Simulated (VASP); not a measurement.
Mg: electric field gradients with LDA

Mg:

```
Mg
1.0
     3.20927    0.00000    0.00000
    -1.60464    2.77931    0.00000
     0.00000    0.00000    5.21033
Mg
2
Direct
  0.33333 0.66667 0.25000
  0.66667 0.33333 0.75000
```

* Program: VASP 6.6.1
* Task: electric field gradients
* Functional: LDA
* Potentials or basis: VASP PAW LDA potentials, release 64 (Mg)
* Cutoff: 520 eV
* k mesh: 12 × 12 × 7
* Occupations: fermi-dirac, width 0.05 eV
* Spin: no spin polarisation
* Dipole correction: no
* Further INCAR settings: ALGO = Normal; EDIFF = 1e-08; NBANDS = 9

```yaml
Pressure: -2.8 GPa
Band_gap_on_the_k_mesh: zero (band 2 reaches 3.41 eV, above the bottom of band 3 at 1.13 eV)
```

Stress tensor (GPa, compression positive):
```
-2.54  0.00  0.00
 0.00 -2.54  0.00
 0.00  0.00 -3.42
```

Levels at points of the mesh, in eV from the Fermi level:
```tsv
k point	band 1	band 2	band 3	band 4	band 5	band 6
(0.00, 0.00, 0.00)	-6.82	-1.58	-1.23	10.88	10.88	10.89
(0.50, 0.00, 0.00)	-2.09	-2.05	2.69	3.11	3.25	3.67
```

Electric field gradients, principal values (V/Å²):
| atom | least | middle | greatest (by size) |
| --- | --- | --- | --- |
| 1 Mg | -0.634 | -0.634 | 1.267 |
| 2 Mg | -0.634 | -0.634 | 1.267 |

Run time: 8.5 s on 1 thread of Intel(R) Xeon(R) Platinum 8488C (Sapphire Rapids) (shared host), peak memory 0.16 GiB.

Caveat: without QUAD_EFG the Cq values of the log hold for a quadrupole moment of 1 mb, not for the nuclei.
